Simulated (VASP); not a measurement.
Wanted: the native input for a VASP 6.6.1 run.

| Property | Result |
| --- | --- |
| Task | single point |
| Functional | PBE |
| Dispersion | D3(BJ) |
| Potentials or basis | VASP PAW PBE potentials, release 64 (C) |
| Cutoff | 520 eV |
| k mesh | 15 × 15 × 1 |
| Occupations | gaussian, width 0.1 eV |
| Spin | no spin polarisation |
| Dipole correction | yes |
| Further INCAR settings | ALGO = Normal; EDIFF = 1e-06; NBANDS = 16 |

The structure of C lies in POSCAR:

```
C
1.0
    2.4656524409      0.0000000000      0.0000000000
   -1.2328262205      2.1353176507      0.0000000000
    0.0000000000      0.0000000000     17.5000663885
C
4
Direct
    0.6666666667      0.3333333333      0.2571437784
    0.3333333333      0.6666666667      0.2571418816
    0.8333333333      0.6666666667      0.4405735508
    1.1666666667      0.3333333333      0.4405716540
```

This cell differs from its parent crystal: layers slid over each other.

The input as run:

INCAR

```
ALGO = Normal
DIPOL = 0.5 0.5 0.349
EDIFF = 1E-6
ENCUT = 520
GGA = PE
IDIPOL = 3
ISIF = 2
ISMEAR = 0
IVDW = 12
LASPH = T
LCHARG = T
LDIPOL = T
LELF = T
LREAL = F
LVACPOTAV = T
LVHAR = T
LWAVE = F
NBANDS = 16
NELM = 80
PREC = Accurate
SIGMA = 0.1
```

KPOINTS

```
k-points
0
Gamma
  15 15 1
```

Potentials or basis: VASP PAW PBE potentials, release 64 (C).

The run is started by

```console
$ cat potpaw_PBE.64/C/POTCAR > POTCAR
$ mpirun -np 1 vasp_std > vasp.out
```

Results of the run:

| Quantity | Value |
| --- | --- |
| Largest force | 0.048 eV/Å |
| Dispersion energy per atom | -0.124 eV |

Caveat: the cell differs from its parent crystal (layers slid over each other).

Run time: 2.4 min on 1 thread of Intel(R) Xeon(R) Platinum 8375C CPU @ 2.90GHz (Ice Lake) (shared host), peak memory 0.23 GiB.
